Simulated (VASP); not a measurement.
**TaN: relaxation of cell and atoms with PBE**

The system is TaN.

```
Ta N
1.0
     0.00000    2.17900    2.17900
     2.17900    0.00000    2.17900
     2.17900    2.17900    0.00000
Ta N
1 1
Direct
  0.50000 0.50000 0.50000
  0.00000 0.00000 0.00000
```

- Program: VASP 6.6.1
- Task: relaxation of cell and atoms
- Functional: PBE
- Potentials or basis: VASP PAW PBE potentials, release 64 (Ta_pv, N)
- Cutoff: 600 eV
- k mesh: 8 × 8 × 8
- Occupations: gaussian, width 0.1 eV
- Spin: no spin polarisation
- Dipole correction: no
- Further INCAR settings: ALGO = Normal; EDIFF = 1e-06; IBRION = 2; EDIFFG = -0.05; NSW = 100; ISIF = 3

```
Relaxed volume                         : 10.82 Å³/atom
Relaxed cell                           : a = 3.128 Å, b = 3.128 Å, c = 3.128 Å, α = 60.00°, β = 60.00°, γ = 60.00°
Space group after relaxing (to 0.05 Å) : Fm-3m (No. 225)
Energy gained by relaxing              : 21.3 meV/atom
Ionic steps                            : 3
Pressure after relaxing                : -0.5 GPa
Band gap on the k mesh                 : zero (band 8 reaches 11.20 eV, above the bottom of band 9 at 7.29 eV)
```

The path:
| step | energy change (eV) | largest force (eV/Å) | pressure (GPa) | volume (Å³) |
| --- | --- | --- | --- | --- |
| 1 | 0.0000 | 0.0000 | 15.64 | 20.69 |
| 2 | 0.1608 | 0.0000 | -26.25 | 23.87 |
| 3 | -0.0426 | 0.0000 | -0.49 | 21.64 |

Final structure:
```yaml
crystal:
  lattice:
    - [0.00000, 2.21161, 2.21161]
    - [2.21161, 0.00000, 2.21161]
    - [2.21161, 2.21161, 0.00000]
  atoms:
    - { symbol: Ta, position: [0.50000, 0.50000, 0.50000] }
    - { symbol: N, position: [0.00000, 0.00000, 0.00000] }
```

Levels at points of the mesh, in eV from the Fermi level:
```
           k point  band 6  band 7  band 8  band 9  band 10  band 11
(0.00, 0.00, 0.00)   -3.83   -3.83   -2.11   -2.11    -2.11     0.01
(0.50, 0.00, 0.00)   -7.51   -7.51    1.80    1.80     1.89     3.71
(0.50, 0.50, 0.00)   -5.40   -4.65   -4.65    2.01     3.40     3.40
```

It took 14 s on 1 thread of Intel(R) Xeon(R) 6975P-C (Granite Rapids) (shared host), peak memory 0.17 GiB.

Caveat: spin-orbit coupling is left out, which moves the levels of the heavy elements. PBE usually gives volumes a little too large and moduli too small.
